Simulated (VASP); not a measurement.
A run of VASP 6.6.1:

The input POSCAR:

```
Al
1.0
   -1.5892623657      1.5911791603      1.5831326161
    1.5925967897     -1.6128828664      1.6081707463
    1.5977082421      1.6213287429     -1.6048363222
Al
1
Direct
    0.0000000000      0.0000000000      0.0000000000
```

INCAR.step1

```
PREC = Accurate
ENCUT = 520
ISMEAR = -1
SIGMA = 0.15
LREAL = False
LASPH = True
NELM = 60
NBANDS = 8
GGA = PE
ALGO = Normal
EDIFF = 1E-4
LWAVE = True
LCHARG = False
```

Contents of INCAR.step2:

```
PREC = Accurate
ENCUT = 520
EDIFF = 1E-6
ISMEAR = -1
SIGMA = 0.15
LREAL = False
LASPH = True
NELM = 60
ALGO = Normal
ISIF = 2
LWAVE = False
LCHARG = False
METAGGA = R2SCAN
LMIXTAU = True
NBANDS = 8
ISTART = 1
```

File KPOINTS:

```
regular mesh
0
Gamma
  9 9 9
```

Potentials or basis: VASP PAW PBE potentials, release 64 (Al).

Launch:

```bash
$ cat potpaw_PBE.64/Al/POTCAR > POTCAR
$ cp INCAR.step1 INCAR
$ mpirun -np 1 vasp_std > vasp.out
$ cp INCAR.step2 INCAR
$ mpirun -np 1 vasp_std > vasp.out
```

Hardware: 1 thread of Intel(R) Xeon(R) Platinum 8488C (Sapphire Rapids) (shared host).

Task: How long does it take, and how much memory?

Result: Run time: 86 s on 1 thread of Intel(R) Xeon(R) Platinum 8488C (Sapphire Rapids), with other jobs on the host, peak memory 0.16 GiB. Counts: k points 365.
